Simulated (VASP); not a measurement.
# Zr in VASP: a series of runs, part 2 of 3

VASP 6.6.1.

## (3) Electric field gradients, PBEsol (equal xy, yz and zx shear strains of +1 %)

The input, INCAR:

```
SYSTEM = Zr
ALGO = Normal
EDIFF = 1E-8
ENCUT = 520
GGA = PS
ISIF = 2
ISMEAR = -1
LASPH = .True.
LCHARG = .False.
LEFG = .True.
LREAL = .False.
LWAVE = .False.
NBANDS = 19
NELM = 60
PREC = Accurate
SIGMA = 0.08
```

The input, KPOINTS:

```
k-points
0
Gamma
  13 13 7
  0 0 0
```

The input, POSCAR:

```
Zr
1.0
    3.2319982225      0.0161599911      0.0161599911
   -1.6020041484      2.7909125700      0.0059149673
    0.0257350000      0.0257350000      5.1470000000
Zr
2
Direct
    0.3333333333      0.6666666667      0.2500000000
    0.6666666667      0.3333333333      0.7500000000
```

Potentials or basis: VASP PAW PBE potentials, release 64 (Zr_sv).

Command:

```console
> cat potpaw_PBE.64/Zr_sv/POTCAR > POTCAR
> mpirun -np 1 vasp_std > vasp.out
```

OUTCAR:

```text
SYSTEM = Zr
   EDIFF = 1E-8
   ENCUT = 520
   GGA = PS
   ISIF = 2
   ISMEAR = -1
   LASPH = .True.
   LREAL = .False.
   NELM = 60
   PREC = Accurate

 ion  position               nearest neighbor table
   1  0.333  0.667  0.250-   2 3.16   2 3.16   2 3.17   2 3.18   2 3.19   2 3.20
   2  0.667  0.333  0.750-   1 3.16   1 3.16   1 3.17   1 3.18   1 3.19   1 3.20

  LATTYP: Found a triclinic cell.
 ALAT       =     3.2460783029
 B/A-ratio  =     0.9913558883
 C/A-ratio  =     1.5856452596
 COS(alpha) =     0.0036852528
 COS(beta)  =     0.0136346634
[... 746 lines left out ...]
  free  energy   TOTEN  =       -18.1659616858 eV

  energy  without entropy=      -18.1205868939  energy(sigma->0) =      -18.14327429

 Electric field gradients (V/A^2)
---------------------------------------------------------------------
 ion       V_xx      V_yy      V_zz      V_xy      V_xz      V_yz
---------------------------------------------------------------------
   1     -20.892   -20.815    41.708    -1.486    -2.508    -2.509
   2     -20.892   -20.815    41.708    -1.486    -2.508    -2.509
---------------------------------------------------------------------

 Electric field gradients after diagonalization (V/A^2)
 (convention: |V_zz| > |V_xx| > |V_yy|)
----------------------------------------------------------------------
 ion       V_xx      V_yy      V_zz     asymmetry (V_yy - V_xx)/ V_zz
----------------------------------------------------------------------
   1     -22.536   -19.367    41.904       0.076
   2     -22.536   -19.367    41.904       0.076
----------------------------------------------------------------------

           NMR quadrupolar parameters

 Cq : quadrupolar parameter    Cq=e*Q*V_zz/h
 eta: asymmetry parameters     (V_yy - V_xx)/ V_zz
 Q  : nuclear electric quadrupole moment in mb (millibarn)
----------------------------------------------------------------------
 ion       Cq(MHz)       eta       Q (mb)
----------------------------------------------------------------------
   1       0.101       0.076       1.000
   2       0.101       0.076       1.000
----------------------------------------------------------------------
```

OSZICAR:

```text
N       E                     dE             d eps       ncg     rms          rms(c)
DAV:   1     0.214498053662E+03    0.21450E+03   -0.13272E+04 22528   0.125E+03
DAV:   2    -0.289959886768E+01   -0.21740E+03   -0.21325E+03 26263   0.367E+02
DAV:   3    -0.185853071682E+02   -0.15686E+02   -0.15549E+02 40484   0.715E+01
DAV:   4    -0.189908306906E+02   -0.40552E+00   -0.40504E+00 26883   0.118E+01
DAV:   5    -0.190028816285E+02   -0.12051E-01   -0.12048E-01 33238   0.141E+00    0.150E+01
DAV:   6    -0.183044723197E+02    0.69841E+00   -0.10419E+00 24715   0.751E+00    0.591E+00
DAV:   7    -0.181622840598E+02    0.14219E+00   -0.65356E-01 32387   0.513E+00    0.116E+00
DAV:   8    -0.181657619883E+02   -0.34779E-02   -0.35197E-02 29430   0.148E+00    0.252E-01
DAV:   9    -0.181659785567E+02   -0.21657E-03   -0.15884E-03 30366   0.339E-01    0.243E-02
DAV:  10    -0.181659591441E+02    0.19413E-04   -0.49828E-05 32232   0.396E-02    0.222E-02
DAV:  11    -0.181659618826E+02   -0.27384E-05   -0.87793E-06 25525   0.320E-02    0.166E-03
DAV:  12    -0.181659619534E+02   -0.70833E-07   -0.29910E-07 29489   0.373E-03    0.169E-03
DAV:  13    -0.181659617373E+02    0.21605E-06   -0.37535E-08 23375   0.102E-03    0.587E-04
DAV:  14    -0.181659616886E+02    0.48762E-07   -0.29220E-09 14343   0.585E-04    0.216E-04
DAV:  15    -0.181659616858E+02    0.27289E-08   -0.57460E-10 13807   0.240E-04
   1 F= -.18165962E+02 E0= -.18143274E+02  d E =-.453748E-01
```

stdout:

```text
POSCAR found type information on POSCAR Zr
 POSCAR found :  1 types and       2 ions
 scaLAPACK will be used
 -----------------------------------------------------------------------------
[... 27 lines left out ...]
     0.0000720    -0.0661190    -0.0449499    -1.1512324    -0.0449518    -0.0017112
     0.0000992    -0.0661190    -0.0449499    -1.1512324    -0.0449518    -0.0017112
     0.0001366    -0.0661190    -0.0449499    -1.1512323    -0.0449518    -0.0017112

     0.0000523     1.2994205     2.2526067   -32.9502644     2.2514392     0.0339496
     0.0000720     1.2993164     2.2524824   -32.9488332     2.2513150     0.0339473
     0.0000992     1.2991470     2.2522820   -32.9465172     2.2511147     0.0339436
     0.0001366     1.2988728     2.2519600   -32.9427859     2.2507929     0.0339378
```

Run time: 12 min. Hardware: 1 thread of AMD EPYC 7R43 (Zen 3), shared host; peak memory 0.46 GiB.

What came out:

* Free energy: -18.1660 eV
* Pressure: -3.2 GPa
* Largest force: 0.018 eV/Å
* Band gap on the k mesh: zero (band 12 reaches 9.81 eV, above the bottom of band 13 at 8.61 eV)

Forces on the atoms (eV/Å):
```
Zr  -0.018  0.000  0.001
Zr   0.018  0.000 -0.001
```

Stress tensor (GPa, compression positive):
```
-3.44 -0.43 -0.22
-0.43 -3.43 -0.22
-0.22 -0.22 -2.80
```

Levels at points of the mesh, in eV from the Fermi level:
| k point | band 9 | band 10 | band 11 | band 12 | band 13 | band 14 | band 15 | band 16 |
| --- | --- | --- | --- | --- | --- | --- | --- | --- |
| (0.00, 0.00, 0.00) | -5.66 | -3.03 | 0.79 | 0.95 | 1.02 | 1.20 | 1.49 | 1.64 |

Electric field gradients, principal values (V/Å²):
| atom | least | middle | greatest (by size) |
| --- | --- | --- | --- |
| 1 Zr | -19.367 | -22.536 | 41.904 |
| 2 Zr | -19.367 | -22.536 | 41.904 |

Caveat: the cell differs from its parent crystal (equal xy, yz and zx shear strains of +1 %); without QUAD_EFG the Cq values of the log hold for a quadrupole moment of 1 mb, not for the nuclei; the PAW data sets were made with another functional, which shifts forces and pressure a little.

(Continued in part 3 of 3.)
